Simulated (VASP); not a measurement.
# TiO2 (Cm) in VASP: single point with PBEsol

Aim: the single point of TiO2 with PBEsol.

All numbers are computed with VASP 6.6.1; they aren't measurements. Logs are shortened: lines on timing, memory, paths and dates and some standing lists are left out, and cuts for length are marked.

**1. The cell of the first run**

Symmetry: Cm, No. 8, monoclinic system. The conventional cell has a = 6.493 Å, b = 6.493 Å, c = 2.939 Å, α = 90.00°, β = 90.00°, γ = 90.00°. Ti (site symmetry m) has 6 O at 1.74 to 2.14 Å within 2.3 Å. Ti (site symmetry m) has 6 O at 1.94 to 1.98 Å within 2.6 Å. Within 2.6 Å of O (site symmetry 1) lie 3 Ti at 1.94 to 1.99 Å and 1 O at 2.54 Å. O (site symmetry m) has 3 Ti at 1.92 to 2.14 Å and 1 O at 2.54 Å within 2.6 Å. O (site symmetry m) has 3 Ti at 1.74 to 1.98 Å within 2.3 Å.

**2. Single point, PBEsol (atom 1 (Ti) moved -0.200 Å towards its neighbour atom 4 (O) at 1.942 Å)**

The input, INCAR:

```
ALGO     = Normal         # electronic algorithm
EDIFF    = 1E-7           # SCF threshold, eV
ENCUT    = 520            # plane-wave cutoff, eV
GGA      = PS             # functional
ISIF     = 2              # what is computed and relaxed
ISMEAR   = 0              # smearing method
LASPH    = True           # aspherical terms in the spheres
LCHARG   = False          # write CHGCAR
LREAL    = False          # projectors in reciprocal space
LWAVE    = False          # write WAVECAR
NBANDS   = 33             # bands
NELM     = 80             # most SCF steps
PREC     = Accurate       # precision mode
SIGMA    = 0.05           # smearing width, eV
```

The input, KPOINTS:

```
k-points
0
Gamma
  6 6 10
```

The input, POSCAR:

```
TiO2
1.0
    4.5912476203      0.0000000000      0.0000000000
    0.0000000000      4.5912476203      0.0000000000
    0.0000000000      0.0000000000      2.9389940195
Ti O
2 4
Direct
   -0.0201391256      0.0201391256      0.0514905816
    0.5000000000      0.5000000000      0.5000000000
    0.3044387440      0.3044387440      0.0000000000
    0.1955612560      0.8044387440      0.5000000000
    0.6955612560      0.6955612560      0.0000000000
    0.8044387440      0.1955612560      0.5000000000
```

Potentials or basis: VASP PAW PBE potentials, release 64 (Ti_sv, O).

Started as:

```sh
cat potpaw_PBE.64/Ti_sv/POTCAR potpaw_PBE.64/O/POTCAR > POTCAR
mpirun -np 1 vasp_std > vasp.out
```

OUTCAR:

```text
EDIFF = 1E-7
   ENCUT = 520
   GGA = PS
   ISIF = 2
   ISMEAR = 0
   LASPH = True
   LREAL = False
   NELM = 80
   PREC = Accurate

 ion  position               nearest neighbor table
   1  0.980  0.020  0.051-   6 1.74   4 1.92   6 1.98   3 1.99   5 1.99   4 2.14
   2  0.500  0.500  0.500-   3 1.94   5 1.94   3 1.94   5 1.94   4 1.98   6 1.98
   3  0.304  0.304  0.000-   2 1.94   2 1.94   1 1.99
   4  0.196  0.804  0.500-   1 1.92   2 1.98   1 2.14
   5  0.696  0.696  0.000-   2 1.94   2 1.94   1 1.99
   6  0.804  0.196  0.500-   1 1.74   2 1.98   1 1.98

  LATTYP: Found a simple tetragonal cell.
 ALAT       =     4.5912476203
 C/A-ratio  =     0.6401297126

  Lattice vectors:

 A1 = (   4.5912476203,   0.0000000000,   0.0000000000)
 A2 = (   0.0000000000,   4.5912476203,   0.0000000000)
 A3 = (   0.0000000000,   0.0000000000,   2.9389940195)

Analysis of symmetry for initial positions (statically):
=====================================================================
 Subroutine PRICEL returns:
 Original cell was already a primitive cell.

 Routine SETGRP: Setting up the symmetry group for a
 simple tetragonal supercell.

 Subroutine GETGRP returns: Found  2 space group operations
 (whereof  2 operations were pure point group operations)
 out of a pool of 16 trial point group operations.

The static configuration has the point symmetry C_1h.

Analysis of symmetry for dynamics (positions and initial velocities):
=====================================================================
 Subroutine PRICEL returns:
 Original cell was already a primitive cell.

 Routine SETGRP: Setting up the symmetry group for a
 simple tetragonal supercell.

 Subroutine GETGRP returns: Found  2 space group operations
 (whereof  2 operations were pure point group operations)
 out of a pool of 16 trial point group operations.

The dynamic configuration has the point symmetry C_1h.

 Subroutine INISYM returns: Found  2 space group operations
 (whereof  2 operations are pure point group operations),
 and found     1 'primitive' translations

----------------------------------------------------------------------------------------

                                     Primitive cell

  volume of cell :      61.9527

  direct lattice vectors                    reciprocal lattice vectors
     4.591247620  0.000000000  0.000000000     0.217805721  0.000000000  0.000000000
     0.000000000  4.591247620  0.000000000     0.000000000  0.217805721  0.000000000
     0.000000000  0.000000000  2.938994019     0.000000000  0.000000000  0.340252479

  length of vectors
     4.591247620  4.591247620  2.938994019     0.217805721  0.217805721  0.340252479

  position of ions in fractional coordinates (direct lattice)
     0.979860874  0.020139126  0.051490582
     0.500000000  0.500000000  0.500000000
     0.304438744  0.304438744  0.000000000
     0.195561256  0.804438744  0.500000000
     0.695561256  0.695561256  0.000000000
     0.804438744  0.195561256  0.500000000

  ion indices of the primitive-cell ions
   primitive index   ion index
                 1           1
                 2           2
                 3           3
                 4           4
                 5           5
                 6           6

----------------------------------------------------------------------------------------

 KPOINTS: k-points

Automatic generation of k-mesh.
 Grid dimensions read from file:
 generate k-points for:    6    6   10

 Generating k-lattice:

  Cartesian coordinates                     Fractional coordinates (reciprocal lattice)
     0.036300954  0.000000000  0.000000000     0.166666667  0.000000000  0.000000000
     0.000000000  0.036300954  0.000000000     0.000000000  0.166666667  0.000000000
     0.000000000  0.000000000  0.034025248     0.000000000  0.000000000  0.100000000

  Length of vectors
     0.036300954  0.036300954  0.034025248

  Shift w.r.t. Gamma in fractional coordinates (k-lattice)
     0.000000000  0.000000000  0.000000000

 Subroutine IBZKPT returns following result:
 ===========================================

 Found    110 irreducible k-points:

 Following reciprocal coordinates:
            Coordinates               Weight
  0.000000  0.000000  0.000000      1.000000
  0.166667  0.000000  0.000000      4.000000
  0.333333  0.000000  0.000000      4.000000
  0.500000  0.000000  0.000000      2.000000
  0.166667  0.166667  0.000000      2.000000
 -0.166667  0.166667  0.000000      2.000000
[... 16 lines left out ...]
  0.333333  0.166667  0.100000      4.000000
 -0.166667  0.333333  0.100000      4.000000
 [... further k-points ...]
   k-points           NKPTS =    110   k-points in BZ     NKDIM =    110   number of bands    NBANDS=     33
   number of dos      NEDOS =    301   number of ions     NIONS =      6
   total plane-waves  NPLWV =  31104
   dimension x,y,z NGX =    36 NGY =   36 NGZ =   24
   dimension x,y,z NGXF=    72 NGYF=   72 NGZF=   48
   ions per type =               2   4
   NGX,Y,Z   is equivalent  to a cutoff of  13.04, 13.04, 13.58 a.u.
   NGXF,Y,Z  is equivalent  to a cutoff of  26.07, 26.07, 27.15 a.u.
 SYSTEM =  unknown system
   PREC   = accura    normal or accurate (medium, high low for compatibility)
   ISTART =      0    job   : 0-new  1-cont  2-samecut
   ICHARG =      2    charge: 1-file 2-atom 10-const
   ISPIN  =      1    spin polarized calculation?
   LNONCOLLINEAR =      F non collinear calculations
   LSORBIT =      F    spin-orbit coupling
   LASPH  =      T    aspherical Exc in radial PAW
   ENCUT  =  520.0 eV  38.22 Ry    6.18 a.u.   8.54  8.54  5.46*2*pi/ulx,y,z
   NELM   =     80;   NELMIN=  2; NELMDL= -5     # of ELM steps
   EDIFF  = 0.1E-06   stopping-criterion for ELM
   LREAL  =      F    real-space projection
   EDIFFG = 0.1E-05   stopping-criterion for IOM
   NSW    =      0    number of steps for IOM
   IBRION =     -1    ionic relax: 0-MD 1-quasi-New 2-CG
   NFREE  =      0    steps in history (QN), initial steepest desc. (CG)
   ISIF   =      2    stress and relaxation
   ISYM   =      2    0-nonsym 1-usesym 2-fastsym
   POTIM  = 0.5000    time-step for ionic-motion
   TEBEG  =    0.0;   TEEND  =   0.0 temperature during run
   PSTRESS=    0.0 pullay stress
   NELECT =      48.0000    total number of electrons
   NUPDOWN=      -1.0000    fix difference up-down
   EMIN   =  10.00;   EMAX   =-10.00  energy-range for DOS
   EFERMI =   0.00;   METHOD = LEGACY
   ISMEAR =     0;   SIGMA  =   0.05  broadening in eV -4-tet -1-fermi 0-gaus
   EFERMI_NEDOS =   21; number of points for ismear=-14 and -15
   IALGO  =     38    algorithm
   IMIX   =      4    mixing-type and parameters
     AMIX     =   0.40;   BMIX     =  1.00
     AMIX_MAG =   1.60;   BMIX_MAG =  1.00
  volume/ion in A,a.u.               =      10.33        69.68
  Fermi-wavevector in a.u.,A,eV,Ry     =   1.503610  2.841411 30.760636  2.260843
  Thomas-Fermi vector in A             =   2.614698
   LORBIT       =      0    0 simple, 1 ext, 2 COOP (PROOUT), +10 PAW based schemes
   GGA     = PS    functional components
   LHFCALC =     F    Hartree Fock is set to
   AEXX    =    0.0000 exact exchange contribution
   IVDW    =     0    specifies the selected vdW correction
   LEPSILON=     F    determine dielectric tensor
   LRPA    =     F    only Hartree local field effects (RPA)
 non-spin polarized calculation
 Gauss-broadening in eV      SIGMA  =   0.05
  energy-cutoff  :      520.00
  volume of cell :       61.95
 maximum number of plane-waves:      1696
 NGX is ok and might be reduce to    36
   NGX = 17   NGY = 17   NGZ = 11

 number of electron      48.0000013 magnetization

 Free energy of the ion-electron system (eV)
  ---------------------------------------------------
  ext. energy  EPLUGINS =         0.00000000
  ---------------------------------------------------
  free energy    TOTEN  =       -55.84438289 eV

  energy without entropy =      -55.84438289  energy(sigma->0) =      -55.84438289

 E-fermi :   5.1931     XC(G=0): -11.7330

 val. band max:        4.9818520121   @ k =   0.0000   0.0000   0.0000
 cond. band min:       6.7122219760   @ k =   0.5000   0.0000   0.5000
 fundamental gap:      1.7303699638
 Fermi energy:         5.1930789458

 k-point     1 :       0.0000    0.0000    0.0000
  band No.  band energies     occupation
      1     -51.8003      2.00000
      2     -51.6778      2.00000
      3     -28.2312      2.00000
      4     -28.2104      2.00000
      5     -28.0544      2.00000
      6     -28.0030      2.00000
[... 25 lines left out ...]
     32      11.5073      0.00000
     33      11.6617      0.00000

 k-point     2 :       0.1667    0.0000    0.0000
  band No.  band energies     occupation
      1     -51.8002      2.00000
      2     -51.6780      2.00000
      3     -28.2222      2.00000
      4     -28.2042      2.00000
      5     -28.0631      2.00000
      6     -28.0028      2.00000
[... 25 lines left out ...]
     32      11.4133      0.00000
     33      11.5904      0.00000

 k-point     3 :       0.3333    0.0000    0.0000
  band No.  band energies     occupation
      1     -51.7998      2.00000
      2     -51.6784      2.00000
      3     -28.1998      2.00000
      4     -28.1901      2.00000
      5     -28.0856      2.00000
      6     -28.0022      2.00000
[... 25 lines left out ...]
     32      11.1675      0.00000
     33      11.4386      0.00000

 k-point     4 :       0.5000    0.0000    0.0000
  band No.  band energies     occupation
      1     -51.7995      2.00000
      2     -51.6786      2.00000
      3     -28.1855      2.00000
      4     -28.1806      2.00000
      5     -28.1018      2.00000
      6     -28.0025      2.00000
[... 25 lines left out ...]
     32      10.7774      0.00000
     33      11.3283      0.00000

 k-point     5 :       0.1667    0.1667    0.0000
  band No.  band energies     occupation
      1     -51.8000      2.00000
      2     -51.6782      2.00000
      3     -28.2347      2.00000
      4     -28.1890      2.00000
      5     -28.0523      2.00000
      6     -28.0029      2.00000
[... 604 lines left out ...]
 k-point    22 :       0.1667   -0.1667    0.1000
  band No.  band energies     occupation
      1     -51.7957      2.00000
      2     -51.6738      2.00000
      3     -28.2010      2.00000
      4     -28.2005      2.00000
      5     -28.0835      2.00000
      6     -28.0475      2.00000
[... 25 lines left out ...]
     32      11.1196      0.00000
     33      11.3494      0.00000

 k-point    23 :       0.3333    0.1667    0.1000
  band No.  band energies     occupation
      1     -51.7954      2.00000
      2     -51.6740      2.00000
      3     -28.2260      2.00000
      4     -28.1722      2.00000
      5     -28.0642      2.00000
      6     -28.0538      2.00000
[... 25 lines left out ...]
     32      10.8784      0.00000
     33      11.3923      0.00000

 k-point    24 :      -0.1667    0.3333    0.1000
  band No.  band energies     occupation
      1     -51.7954      2.00000
      2     -51.6740      2.00000
      3     -28.1968      2.00000
      4     -28.1871      2.00000
      5     -28.0979      2.00000
      6     -28.0512      2.00000
[... 25 lines left out ...]
     32      11.0178      0.00000
     33      11.3261      0.00000

 [... further k-points ...]
[... 5 lines left out ...]
  --------------------------------------------------------------------------------------
  -------------------------------------------------------------------------------------
  Total        0.7345788      0.7345788      2.6637449     -0.8423718      1.5313684     -1.5313675
  in kB       18.9971677     18.9971677     68.8879205    -21.7848347     39.6031857    -39.6031619
  external PRESSURE =      35.6274186 kB  Pullay stress =       0.0000000 kB

 VOLUME and BASIS-vectors are now :
 -----------------------------------------------------------------------------
  energy-cutoff  :      520.00
  volume of cell :       61.95
      direct lattice vectors                 reciprocal lattice vectors
     4.591247620  0.000000000  0.000000000     0.217805721  0.000000000  0.000000000
     0.000000000  4.591247620  0.000000000     0.000000000  0.217805721  0.000000000
     0.000000000  0.000000000  2.938994019     0.000000000  0.000000000  0.340252479

 POSITION                                       TOTAL-FORCE (eV/Angst)
 -----------------------------------------------------------------------------------
      4.49878      0.09246      0.15133         2.443067     -2.443067     -1.149724
      2.29562      2.29562      1.46950        -1.315806      1.315806      0.053654
      1.39775      1.39775      0.00000        -0.014540     -0.066155      0.008017
      0.89787      3.69338      1.46950        -0.161019      0.161019     -0.328546
      3.19349      3.19349      0.00000         0.066155      0.014540      0.008017
      3.69338      0.89787      1.46950        -1.017857      1.017857      1.408582
 -----------------------------------------------------------------------------------
    total drift:                                0.000008     -0.000008      0.000020

  FREE ENERGIE OF THE ION-ELECTRON SYSTEM (eV)
  ---------------------------------------------------
  free  energy   TOTEN  =       -55.8443828877 eV

  energy  without entropy=      -55.8443828877  energy(sigma->0) =      -55.84438289
```

Run time: 4.6 min. Hardware: 1 thread of Intel Xeon 8259CL, shared host; peak memory 0.3 GiB.

Results:

| Property | Result |
| --- | --- |
| Free energy | -55.8444 eV |
| Pressure | 3.6 GPa |
| Largest force | 3.641 eV/Å |
| Band gap on the k mesh | 1.73 eV (least direct gap 1.85 eV) |

Forces on the atoms (eV/Å):
```
Ti   2.443 -2.443 -1.150
Ti  -1.316  1.316  0.054
O   -0.015 -0.066  0.008
O   -0.161  0.161 -0.329
O    0.066  0.015  0.008
O   -1.018  1.018  1.409
```

Caveat: the cell differs from its parent crystal (atom 1 (Ti) moved -0.200 Å towards its neighbour atom 4 (O) at 1.942 Å); the cell stands under pressure; the PAW data sets were made with another functional, which shifts forces and pressure a little.
